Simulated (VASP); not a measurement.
# K (Im-3m) in VASP: further runs

Runs on K. Level: PBEsol. Tasks: single point, relaxation of cell and atoms.

Program: VASP 6.6.1. These are calculated values, not measurements. Logs are shortened: lines on timing, memory, paths and dates and some standing lists are left out, and cuts for length are marked.

## 1. The cell of the first run

It takes space group Im-3m (No. 229, cubic). The conventional cell has a = 5.225 Å, b = 5.225 Å, c = 5.225 Å, α = 90.00°, β = 90.00°, γ = 90.00°.

## 2. Single point, PBEsol

Contents of INCAR:

```
ALGO = Normal
EDIFF = 1E-6
ENCUT = 500
GGA = PS
GGA_COMPAT = False
ISIF = 2
ISMEAR = 1
LASPH = True
LCHARG = False
LREAL = False
LWAVE = False
NBANDS = 10
NELM = 120
PREC = Accurate
SIGMA = 0.05
```

Contents of KPOINTS:

```
k-points
0
Gamma
  7 7 7
```

Contents of POSCAR:

```
K
1.0
   -2.6125000000      2.6125000000      2.6125000000
    2.6125000000     -2.6125000000      2.6125000000
    2.6125000000      2.6125000000     -2.6125000000
K
1
Direct
    0.0000000000      0.0000000000      0.0000000000
```

Potentials or basis: VASP PAW PBE potentials, release 64 (K_sv).

Launch:

```console
$ cat potpaw_PBE.64/K_sv/POTCAR > POTCAR
$ mpirun -np 1 vasp_std > vasp.out
```

OUTCAR:

```text
EDIFF = 1E-6
   ENCUT = 500
   GGA = PS
   ISIF = 2
   ISMEAR = 1
   LASPH = True
   LREAL = False
   NELM = 120
   PREC = Accurate

 ion  position               nearest neighbor table
   1  0.000  0.000  0.000-

  LATTYP: Found a body centered cubic cell.
 ALAT       =     5.2250000000

  Lattice vectors:

 A1 = (  -2.6125000000,   2.6125000000,   2.6125000000)
 A2 = (   2.6125000000,  -2.6125000000,   2.6125000000)
 A3 = (   2.6125000000,   2.6125000000,  -2.6125000000)

Analysis of symmetry for initial positions (statically):
=====================================================================
 Subroutine PRICEL returns:
 Original cell was already a primitive cell.

 Routine SETGRP: Setting up the symmetry group for a
 body centered cubic supercell.

 Subroutine GETGRP returns: Found 48 space group operations
 (whereof 48 operations were pure point group operations)
 out of a pool of 48 trial point group operations.

The static configuration has the point symmetry O_h .

Analysis of symmetry for dynamics (positions and initial velocities):
=====================================================================
 Subroutine PRICEL returns:
 Original cell was already a primitive cell.

 Routine SETGRP: Setting up the symmetry group for a
 body centered cubic supercell.

 Subroutine GETGRP returns: Found 48 space group operations
 (whereof 48 operations were pure point group operations)
 out of a pool of 48 trial point group operations.

The dynamic configuration has the point symmetry O_h .

 Subroutine INISYM returns: Found 48 space group operations
 (whereof 48 operations are pure point group operations),
 and found     1 'primitive' translations

----------------------------------------------------------------------------------------

                                     Primitive cell

  volume of cell :      71.3229

  direct lattice vectors                    reciprocal lattice vectors
    -2.612500000  2.612500000  2.612500000     0.000000000  0.191387560  0.191387560
     2.612500000 -2.612500000  2.612500000     0.191387560  0.000000000  0.191387560
     2.612500000  2.612500000 -2.612500000     0.191387560  0.191387560  0.000000000

  length of vectors
     4.524982735  4.524982735  4.524982735     0.270662883  0.270662883  0.270662883

  position of ions in fractional coordinates (direct lattice)
     0.000000000  0.000000000  0.000000000

  ion indices of the primitive-cell ions
[... 74 lines left out ...]
   NFREE  =      0    steps in history (QN), initial steepest desc. (CG)
   ISIF   =      2    stress and relaxation
   ISYM   =      2    0-nonsym 1-usesym 2-fastsym
   POTIM  = 0.5000    time-step for ionic-motion
   TEBEG  =    0.0;   TEEND  =   0.0 temperature during run
   PSTRESS=    0.0 pullay stress
   NELECT =       9.0000    total number of electrons
   NUPDOWN=      -1.0000    fix difference up-down
   EMIN   =  10.00;   EMAX   =-10.00  energy-range for DOS
   EFERMI =   0.00;   METHOD = LEGACY
   ISMEAR =     1;   SIGMA  =   0.05  broadening in eV -4-tet -1-fermi 0-gaus
   EFERMI_NEDOS =   21; number of points for ismear=-14 and -15
   IALGO  =     38    algorithm
   IMIX   =      4    mixing-type and parameters
     AMIX     =   0.40;   BMIX     =  1.00
     AMIX_MAG =   1.60;   BMIX_MAG =  1.00
  volume/ion in A,a.u.               =      71.32       481.31
  Fermi-wavevector in a.u.,A,eV,Ry     =   0.821131  1.551714  9.173822  0.674257
  Thomas-Fermi vector in A             =   1.932236
   LORBIT       =      0    0 simple, 1 ext, 2 COOP (PROOUT), +10 PAW based schemes
   GGA     = PS    functional components
   LHFCALC =     F    Hartree Fock is set to
   AEXX    =    0.0000 exact exchange contribution
   IVDW    =     0    specifies the selected vdW correction
   LEPSILON=     F    determine dielectric tensor
   LRPA    =     F    only Hartree local field effects (RPA)
 non-spin polarized calculation
 Methfessel and Paxton  Order N= 1 SIGMA  =   0.05
  energy-cutoff  :      500.00
  volume of cell :       71.32
 maximum number of plane-waves:      1865
 NGX is ok and might be reduce to    36
   NGX = 17   NGY = 17   NGZ = 17

 number of electron       9.0000000 magnetization

 Free energy of the ion-electron system (eV)
  ---------------------------------------------------
  ext. energy  EPLUGINS =         0.00000000
  ---------------------------------------------------
  free energy    TOTEN  =        -1.13410304 eV

  energy without entropy =       -1.13345129  energy(sigma->0) =       -1.13388579

 E-fermi :  -0.1602     XC(G=0):  -5.7734

 val. band max:       -0.1795458584   @ k =  -0.2857   0.4286   0.1429
 cond. band min:       0.0234416213   @ k =  -0.4286   0.4286   0.1429
 fundamental gap:      0.2029874797
 Fermi energy:        -0.1602382466

 k-point     1 :       0.0000    0.0000    0.0000
  band No.  band energies     occupation
      1     -32.0748      2.00000
      2     -15.5822      2.00000
      3     -15.5822      2.00000
      4     -15.5822      2.00000
      5      -2.3032      2.00000
      6       4.2250      0.00000
      7       4.2250      0.00000
      8       4.2250      0.00000
      9       5.1646      0.00000
     10       5.1646      0.00000
[... 235 lines left out ...]
 k-point    20 :      -0.4286    0.4286    0.4286
  band No.  band energies     occupation
      1     -32.0665      2.00000
      2     -15.6368      2.00000
      3     -15.6344      2.00000
      4     -15.6344      2.00000
      5       1.2581      0.00000
      6       1.6609      0.00000
      7       3.4187      0.00000
      8       3.4187      0.00000
      9       3.4356      0.00000
     10       6.1753      0.00000

------------------------ aborting loop because EDIFF is reached ----------------------------------------

  FORCE on cell =-STRESS in cart. coord.  units (eV):
  Direction    XX          YY          ZZ          XY          YZ          ZX
  --------------------------------------------------------------------------------------
  -------------------------------------------------------------------------------------
  Total       -0.0174689     -0.0174689     -0.0174689     -0.0000000     -0.0000000     -0.0000000
  in kB       -0.3924174     -0.3924174     -0.3924174     -0.0000000     -0.0000000     -0.0000000
  external PRESSURE =      -0.3924174 kB  Pullay stress =       0.0000000 kB

 VOLUME and BASIS-vectors are now :
 -----------------------------------------------------------------------------
  energy-cutoff  :      500.00
  volume of cell :       71.32
      direct lattice vectors                 reciprocal lattice vectors
    -2.612500000  2.612500000  2.612500000     0.000000000  0.191387560  0.191387560
     2.612500000 -2.612500000  2.612500000     0.191387560  0.000000000  0.191387560
     2.612500000  2.612500000 -2.612500000     0.191387560  0.191387560  0.000000000

 POSITION                                       TOTAL-FORCE (eV/Angst)
 -----------------------------------------------------------------------------------
      0.00000      0.00000      0.00000         0.000000     -0.000000      0.000000
 -----------------------------------------------------------------------------------
    total drift:                               -0.000000      0.000000      0.000000

  FREE ENERGIE OF THE ION-ELECTRON SYSTEM (eV)
  ---------------------------------------------------
  free  energy   TOTEN  =        -1.1341030394 eV

  energy  without entropy=       -1.1334512944  energy(sigma->0) =       -1.13388579
```

It used 6 s of CPU time on 1 thread of Intel(R) Xeon(R) Platinum 8559C (Emerald Rapids), with other jobs on the host.

What came out:

| Quantity | Value |
| --- | --- |
| Free energy | -1.1341 eV |
| Pressure | 0.0 GPa |

Caveat: the PAW data sets were made with another functional, which shifts forces and pressure a little.

## 3. Relaxation of cell and atoms, PBEsol

Contents of INCAR:

```
SYSTEM = K
PREC = Accurate ; ENCUT = 500
EDIFF = 1E-7 ; ISMEAR = 1
SIGMA = 0.05 ; LREAL = .FALSE.
LASPH = .TRUE. ; NELM = 120
ALGO = Normal ; ISIF = 3
LWAVE = .FALSE. ; LCHARG = .FALSE.
GGA = PS ; IBRION = 2
NSW = 50 ; EDIFFG = -0.01
GGA_COMPAT = .FALSE. ; NELMIN = 4
```

Contents of KPOINTS:

```
regular mesh
0
G
  7 7 7
  0 0 0
```

POSCAR is that of step 2.

Potentials or basis: VASP PAW PBE potentials, release 64 (K_sv).

Launch:

```console
$ cat potpaw_PBE.64/K_sv/POTCAR > POTCAR
$ mpirun -np 1 vasp_std > vasp.out
```

Wall time 20 s (1 thread of Intel Xeon Platinum 8559C (Emerald Rapids), shared host); peak memory 0.2 GiB.

It converged, with:

| Property | Result |
| --- | --- |
| Free energy | -1.1342 eV |
| Relaxed volume | 70.84 Å³/atom |
| Relaxed cell | a = 4.515 Å, b = 4.515 Å, c = 4.515 Å, α = 109.47°, β = 109.47°, γ = 109.47° |
| Space group after relaxing (to 0.05 Å) | Im-3m (No. 229) |
| Energy gained by relaxing | 0.1 meV/atom |
| Ionic steps | 3 |
| Pressure after relaxing | 0.0 GPa |

Final structure:
```cif
data_structure
_symmetry_space_group_name_H-M 'P 1'
_symmetry_Int_Tables_number 1
_cell_length_a 4.5148
_cell_length_b 4.5148
_cell_length_c 4.5148
_cell_angle_alpha 109.471
_cell_angle_beta 109.471
_cell_angle_gamma 109.471
_cell_volume 70.84
loop_
_atom_site_label
_atom_site_type_symbol
_atom_site_fract_x
_atom_site_fract_y
_atom_site_fract_z
_atom_site_occupancy
K1 K 0.00000 0.00000 0.00000 1
```

Levels at points of the mesh, in eV from the Fermi level:
```csv
k point,band 2,band 3,band 4,band 5,band 6,band 7,band 8
"(0.00, 0.00, 0.00)",-15.42,-15.42,-15.42,-2.15,4.39,4.39,4.39
```

Caveat: the PAW data sets were made with another functional, which shifts forces and pressure a little.
